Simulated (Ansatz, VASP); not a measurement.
## Mg: VASP beside Ansatz

INCAR

```
PREC = Accurate ; ENCUT = 520
EDIFF = 1E-8 ; ISMEAR = -1
SIGMA = 0.03 ; LREAL = False
LASPH = True ; NELM = 60
ALGO = Normal ; ISIF = 2
LWAVE = False ; LCHARG = False
GGA = PE ; LEFG = True
NBANDS = 7
```

File KPOINTS:

```
regular mesh
0
Gamma
  16 16 16
```

Contents of POSCAR:

```
Mg
1.0
   -0.0448851200      2.2218134400      2.2218134400
    2.2218134400     -0.0448851200      2.2218134400
    2.2218134400      2.2218134400     -0.0448851200
Mg
1
Direct
    0.0000000000      0.0000000000      0.0000000000
```

Input for Ansatz:

```yaml
crystal:
  lattice:
    - [-0.04488512, 2.22181344, 2.22181344]
    - [2.22181344, -0.04488512, 2.22181344]
    - [2.22181344, 2.22181344, -0.04488512]
  atoms:
    - { symbol: Mg, position: [0.0, 0.0, 0.0] }
kpoints:
  mp_grid: { grid: [16, 16, 16] }
scf:
  occupations: { method: fermi_dirac, width: 0.03 }
hamiltonian:
  xc: pbe
  pseudopotentials: { kind: all_electron, datasets: crystal }
output:
  forces: true
  stress: true
  eigenvalues: true
  efg: { contact_densities: true }
```

Change from the starting cell: equal xy, yz and zx shear strains of -2 %, crystal datasets.

Alike in both runs: task electric field gradients; functional PBE; k mesh 16 × 16 × 16; occupations fermi-dirac, width 0.03 eV; no spin polarisation.

|  | VASP | Ansatz |
| --- | --- | --- |
| version | VASP 6.6.1 | Ansatz 0.2.0 |
| potentials or method | VASP PAW PBE potentials, release 64 (Mg), cutoff 520 eV | all-electron PAW with datasets made for the crystal, scalar-relativistic |

|  | VASP | Ansatz | Ansatz less VASP |
| --- | --- | --- | --- |
| pressure (GPa) | 0.8 | 0.9 | +0.10 |
| traceless stress, the component that is largest in VASP (GPa) | 0.48 | 0.47 | -0.002 |
| size of Vzz on the site where it differs most (V/Å²) | 1.5 | 1.3 | -0.13 |

Ansatz ran all-electron here, and VASP with PAW potentials.
